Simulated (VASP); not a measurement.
# Zn (P6/mmm) in VASP: notebook

Zn is run at these levels: PBE; tasks: single point.

Everything below comes from runs of VASP 6.6.1. Logs are shortened: lines on timing, memory, paths and dates and some standing lists are left out, and cuts for length are marked.

## Step 1: The cell of the first run

Symmetry: P6/mmm, No. 191, hexagonal system. The conventional cell has a = 3.771 Å, b = 3.771 Å, c = 2.288 Å, α = 90.00°, β = 90.00°, γ = 120.00°. Zn (site symmetry 6/mmm) has 14 Zn at 2.29 to 2.46 Å within 3.0 Å. Within 2.9 Å of Zn (site symmetry -6m2) lie 11 Zn at 2.18 to 2.46 Å.

This isn't the form of Zn at room conditions, which is hcp.

## Step 2: Single point, PBE

INCAR

```
  PREC = Accurate
  ENCUT = 520
  EDIFF = 1E-6
  ISMEAR = -1
  SIGMA = 0.1
  LREAL = False
  LASPH = True
  NELM = 80
  ALGO = Normal
  ISIF = 2
  LWAVE = False
  LCHARG = False
  GGA = PE
  NBANDS = 25
```

KPOINTS

```
Automatic mesh
0
Gamma
  10 10 13
```

POSCAR

```
Zn
1.0
    3.7710686044      0.0000000000      0.0000000000
   -1.8855343022      3.2658412109      0.0000000000
    0.0000000000      0.0000000000      2.2881611839
Zn
3
Direct
    0.0000000000      0.0000000000      0.0000000000
    0.3333333333      0.6666666667      0.5000000000
    0.6666666667      0.3333333333      0.5000000000
```

Potentials or basis: VASP PAW PBE potentials, release 64 (Zn).

Started as:

```bash
$ cat potpaw_PBE.64/Zn/POTCAR > POTCAR
$ mpirun -np 1 vasp_std > vasp.out
```

OUTCAR:

```text
PREC = Accurate
   ENCUT = 520
   EDIFF = 1E-6
   ISMEAR = -1
   LREAL = False
   LASPH = True
   NELM = 80
   ISIF = 2
   GGA = PE

 ion  position               nearest neighbor table
   1  0.000  0.000  0.000-   2 2.46   3 2.46   2 2.46   3 2.46   3 2.46   3 2.46   2 2.46   2 2.46
                             3 2.46   3 2.46   2 2.46   2 2.46
   2  0.333  0.667  0.500-   3 2.18   3 2.18   3 2.18   1 2.46   1 2.46   1 2.46   1 2.46   1 2.46
                             1 2.46
   3  0.667  0.333  0.500-   2 2.18   2 2.18   2 2.18   1 2.46   1 2.46   1 2.46   1 2.46   1 2.46
                             1 2.46

  LATTYP: Found a hexagonal cell.
 ALAT       =     3.7710686044
 C/A-ratio  =     0.6067673182

  Lattice vectors:

 A1 = (   3.7710686044,   0.0000000000,   0.0000000000)
 A2 = (  -1.8855343022,   3.2658412109,   0.0000000000)
 A3 = (   0.0000000000,   0.0000000000,   2.2881611839)

Analysis of symmetry for initial positions (statically):
=====================================================================
 Subroutine PRICEL returns:
 Original cell was already a primitive cell.

 Routine SETGRP: Setting up the symmetry group for a
 hexagonal supercell.

 Subroutine GETGRP returns: Found 24 space group operations
 (whereof 24 operations were pure point group operations)
 out of a pool of 24 trial point group operations.

The static configuration has the point symmetry D_6h.

Analysis of symmetry for dynamics (positions and initial velocities):
=====================================================================
 Subroutine PRICEL returns:
 Original cell was already a primitive cell.

 Routine SETGRP: Setting up the symmetry group for a
 hexagonal supercell.

 Subroutine GETGRP returns: Found 24 space group operations
 (whereof 24 operations were pure point group operations)
 out of a pool of 24 trial point group operations.

The dynamic configuration has the point symmetry D_6h.

 Subroutine INISYM returns: Found 24 space group operations
 (whereof 24 operations are pure point group operations),
 and found     1 'primitive' translations

----------------------------------------------------------------------------------------

                                     Primitive cell

  volume of cell :      28.1803

  direct lattice vectors                    reciprocal lattice vectors
     3.771068604  0.000000000  0.000000000     0.265176825  0.153099911  0.000000000
[... 86 lines left out ...]
   ENCUT  =  520.0 eV  38.22 Ry    6.18 a.u.   7.01  7.01  4.25*2*pi/ulx,y,z
   NELM   =     80;   NELMIN=  2; NELMDL= -5     # of ELM steps
   EDIFF  = 0.1E-05   stopping-criterion for ELM
   LREAL  =      F    real-space projection
   EDIFFG = 0.1E-04   stopping-criterion for IOM
   NSW    =      0    number of steps for IOM
   IBRION =     -1    ionic relax: 0-MD 1-quasi-New 2-CG
   NFREE  =      0    steps in history (QN), initial steepest desc. (CG)
   ISIF   =      2    stress and relaxation
   ISYM   =      2    0-nonsym 1-usesym 2-fastsym
   POTIM  = 0.5000    time-step for ionic-motion
   TEBEG  =    0.0;   TEEND  =   0.0 temperature during run
   PSTRESS=    0.0 pullay stress
   NELECT =      36.0000    total number of electrons
   NUPDOWN=      -1.0000    fix difference up-down
   EMIN   =  10.00;   EMAX   =-10.00  energy-range for DOS
   EFERMI =   0.00;   METHOD = LEGACY
   ISMEAR =    -1;   SIGMA  =   0.10  broadening in eV -4-tet -1-fermi 0-gaus
   EFERMI_NEDOS =   21; number of points for ismear=-14 and -15
   IALGO  =     38    algorithm
   IMIX   =      4    mixing-type and parameters
     AMIX     =   0.40;   BMIX     =  1.00
     AMIX_MAG =   1.60;   BMIX_MAG =  1.00
  volume/ion in A,a.u.               =       9.39        63.39
  Fermi-wavevector in a.u.,A,eV,Ry     =   1.776344  3.356803 42.931774  3.155396
  Thomas-Fermi vector in A             =   2.841956
   LORBIT       =      0    0 simple, 1 ext, 2 COOP (PROOUT), +10 PAW based schemes
   GGA     = PE    functional components
   LHFCALC =     F    Hartree Fock is set to
   AEXX    =    0.0000 exact exchange contribution
   IVDW    =     0    specifies the selected vdW correction
   LEPSILON=     F    determine dielectric tensor
   LRPA    =     F    only Hartree local field effects (RPA)
 non-spin polarized calculation
  energy-cutoff  :      520.00
  volume of cell :       28.18
 maximum number of plane-waves:       770
 NGX is ok and might be reduce to    28
   NGX = 13   NGY = 13   NGZ =  9

 number of electron      36.0000003 magnetization

 Free energy of the ion-electron system (eV)
  ---------------------------------------------------
  ext. energy  EPLUGINS =         0.00000000
  ---------------------------------------------------
  free energy    TOTEN  =         1.20593528 eV

  energy without entropy =        1.22476280  energy(sigma->0) =        1.21534904

 E-fermi :   8.3958     XC(G=0): -14.3348

 val. band max:        8.3566611576   @ k =   0.2000   0.0000   0.3846
 cond. band min:       8.4580097289   @ k =   0.1000   0.0000   0.2308
 fundamental gap:      0.1013485712
 Fermi energy:         8.3957861672

 k-point     1 :       0.0000    0.0000    0.0000
  band No.  band energies     occupation
      1      -7.5192      2.00000
      2      -3.6325      2.00000
      3      -2.4796      2.00000
      4      -2.4796      2.00000
      5      -2.4478      2.00000
      6      -2.3885      2.00000
[... 661 lines left out ...]
     24      22.9696      0.00000
     25      23.4766      0.00000

 [... further k-points ...]

------------------------ aborting loop because EDIFF is reached ----------------------------------------

  FORCE on cell =-STRESS in cart. coord.  units (eV):
  Direction    XX          YY          ZZ          XY          YZ          ZX
  --------------------------------------------------------------------------------------
  -------------------------------------------------------------------------------------
  Total       21.4237071     21.4237071     21.3978784      0.0000000     -0.0000000      0.0000000
  in kB     1218.0331042   1218.0331043   1216.5646302      0.0000000     -0.0000000      0.0000000
  external PRESSURE =    1217.5436129 kB  Pullay stress =       0.0000000 kB

 VOLUME and BASIS-vectors are now :
 -----------------------------------------------------------------------------
  energy-cutoff  :      520.00
  volume of cell :       28.18
      direct lattice vectors                 reciprocal lattice vectors
     3.771068604  0.000000000  0.000000000     0.265176825  0.153099911  0.000000000
    -1.885534302  3.265841211  0.000000000     0.000000000  0.306199823  0.000000000
     0.000000000  0.000000000  2.288161184     0.000000000  0.000000000  0.437032149

 POSITION                                       TOTAL-FORCE (eV/Angst)
 -----------------------------------------------------------------------------------
      0.00000      0.00000      0.00000        -0.000000      0.000000      0.000000
     -0.00000      2.17723      1.14408        -0.000000      0.000000     -0.000000
      1.88553      1.08861      1.14408         0.000000      0.000000      0.000000
 -----------------------------------------------------------------------------------
    total drift:                                0.000000      0.000000     -0.000000

  FREE ENERGIE OF THE ION-ELECTRON SYSTEM (eV)
  ---------------------------------------------------
  free  energy   TOTEN  =         1.2059352767 eV

  energy  without entropy=        1.2247628045  energy(sigma->0) =        1.21534904
```

OSZICAR:

```text
N       E                     dE             d eps       ncg     rms          rms(c)
DAV:   1     0.191206676919E+03    0.19121E+03   -0.17867E+04  5444   0.262E+03
DAV:   2     0.102773486071E+02   -0.18093E+03   -0.17454E+03  4924   0.369E+02
DAV:   3     0.505750094764E+00   -0.97716E+01   -0.96998E+01  5294   0.971E+01
DAV:   4     0.434070247929E+00   -0.71680E-01   -0.71651E-01  5547   0.885E+00
DAV:   5     0.434000606009E+00   -0.69642E-04   -0.69641E-04  5626   0.253E-01    0.169E+01
DAV:   6     0.110156078292E+01    0.66756E+00   -0.16677E+00  5584   0.298E+01    0.102E+01
DAV:   7     0.118725188201E+01    0.85691E-01   -0.83963E-02  5351   0.621E+00    0.388E+00
DAV:   8     0.120573488075E+01    0.18483E-01   -0.11668E-02  5832   0.527E+00    0.134E-01
DAV:   9     0.120594584179E+01    0.21096E-03   -0.21731E-03  7726   0.197E+00    0.497E-02
DAV:  10     0.120593071292E+01   -0.15129E-04   -0.36992E-04  7974   0.537E-01    0.226E-02
DAV:  11     0.120593489809E+01    0.41852E-05   -0.10457E-04  6177   0.343E-01    0.707E-03
DAV:  12     0.120593527675E+01    0.37866E-06   -0.77801E-06  5180   0.672E-02
   1 F= 0.12059353E+01 E0= 0.12153490E+01  d E =-.188275E-01
```

stdout:

```text
POSCAR found type information on POSCAR Zn
 POSCAR found :  1 types and       3 ions
 scaLAPACK will be used
 LDA part: xc-table for (Slater+PW92), standard interpolation
 POSCAR, INCAR and KPOINTS ok, starting setup
 FFT: planning ... GRIDC
 FFT: planning ... GRID_SOFT
 FFT: planning ... GRID
 WAVECAR not read
 entering main loop
```

Wall time 24 s (1 thread of Intel Xeon 6975P-C (Granite Rapids), shared host); peak memory 0.17 GiB.

What came out:

```yaml
Free_energy: 1.2059 eV
Pressure: 121.8 GPa
Band_gap_on_the_k_mesh: zero (bands 18 and 19 overlap by 5.50 eV)
```

Stress tensor (GPa, compression positive):
```
121.80   0.00   0.00
  0.00 121.80   0.00
  0.00   0.00 121.66
```

Caveat: the cell stands under pressure.

## Step 3: Single point, PBE

INCAR

```
PREC = Accurate ; ENCUT = 520
EDIFF = 1E-7 ; ISMEAR = -1
SIGMA = 0.1 ; LREAL = F
LASPH = T ; NELM = 100
ALGO = Normal ; ISIF = 2
LWAVE = F ; LCHARG = T
GGA = PE ; LELF = T
LVHAR = T ; NBANDS = 25
```

KPOINTS

```
regular mesh
0
Gamma
  10 10 13
```

POSCAR

```
Zn
1.0
    3.7707510243      0.0000000000      0.0000000000
   -1.8853755122      3.2655661784      0.0000000000
    0.0000000000      0.0000000000      2.2881605937
Zn
3
Direct
    0.0000000000      0.0000000000      0.0000000000
    0.3333333333      0.6666666667      0.5000000000
    0.6666666667      0.3333333333      0.5000000000
```

Potentials or basis: VASP PAW PBE potentials, release 64 (Zn).

Started as:

```bash
$ cat potpaw_PBE.64/Zn/POTCAR > POTCAR
$ mpirun -np 1 vasp_std > vasp.out
```

It took 27 s on 1 thread of Intel Xeon 6975P-C (Granite Rapids), shared host; peak memory 0.17 GiB.

Results (log left out):

| Property | Result |
| --- | --- |
| Free energy | 1.2096 eV |
| Pressure | 122.2 GPa |
| Band gap on the k mesh | zero (bands 18 and 19 overlap by 5.50 eV) |

Stress tensor (GPa, compression positive):
```
122.28   0.00   0.00
  0.00 122.28   0.00
  0.00   0.00 122.09
```

Levels at points of the mesh, in eV from the Fermi level:
```
           k point  band 14  band 15  band 16  band 17  band 18  band 19  band 20  band 21  band 22  band 23
(0.00, 0.00, 0.00)    -9.70    -8.80    -8.80    -0.10    -0.10    -0.10    -0.10     2.45     2.59    12.34
(0.50, 0.00, 0.00)    -9.04    -9.04    -8.74    -8.67    -5.87    -0.44    10.85    10.87    11.68    11.72
```

Caveat: the cell stands under pressure.
